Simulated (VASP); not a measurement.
Crystal: SiC (f.blda).

```xyz
2
Lattice="0.0000 2.1800 2.1800 2.1800 0.0000 2.1800 2.1800 2.1800 0.0000" Properties=species:S:1:pos:R:3 pbc="T T T"
Si    0.0000    0.0000    0.0000
C     1.0900    1.0900    1.0900
```

```yaml
Program: VASP 6.6.1
Task: relaxation of cell and atoms
Functional: LDA
Potentials_or_basis: VASP PAW LDA potentials, release 64 (Si, C)
Cutoff: 600 eV
k_mesh: 10 × 10 × 10
Occupations: gaussian, width 0.02 eV
Spin: no spin polarisation
```

At the start: pressure -4.5 GPa; volume 10.36 Å³/atom.

**Question.** Where does the relaxation end?

**Answer.** Over 3 steps the energy falls by 3.0 meV/atom and the volume is 10.15 Å³/atom (-2.0 %); space group F-43m (No. 216, to 0.05 Å).

Step by step:
| step | energy change (eV) | largest force (eV/Å) | pressure (GPa) | volume (Å³) |
| --- | --- | --- | --- | --- |
| 1 | 0.0000 | 0.0000 | -4.48 | 20.72 |
| 2 | 0.0010 | 0.0000 | 5.20 | 19.86 |
| 3 | -0.0059 | 0.0000 | -0.02 | 20.30 |

Final structure:
```cif
data_structure
_symmetry_space_group_name_H-M 'P 1'
_symmetry_Int_Tables_number 1
_cell_length_a 3.0622
_cell_length_b 3.0622
_cell_length_c 3.0622
_cell_angle_alpha 60.000
_cell_angle_beta 60.000
_cell_angle_gamma 60.000
_cell_volume 20.30
loop_
_atom_site_label
_atom_site_type_symbol
_atom_site_fract_x
_atom_site_fract_y
_atom_site_fract_z
_atom_site_occupancy
Si1 Si 0.00000 0.00000 0.00000 1
C1 C 0.25000 0.25000 0.25000 1
```
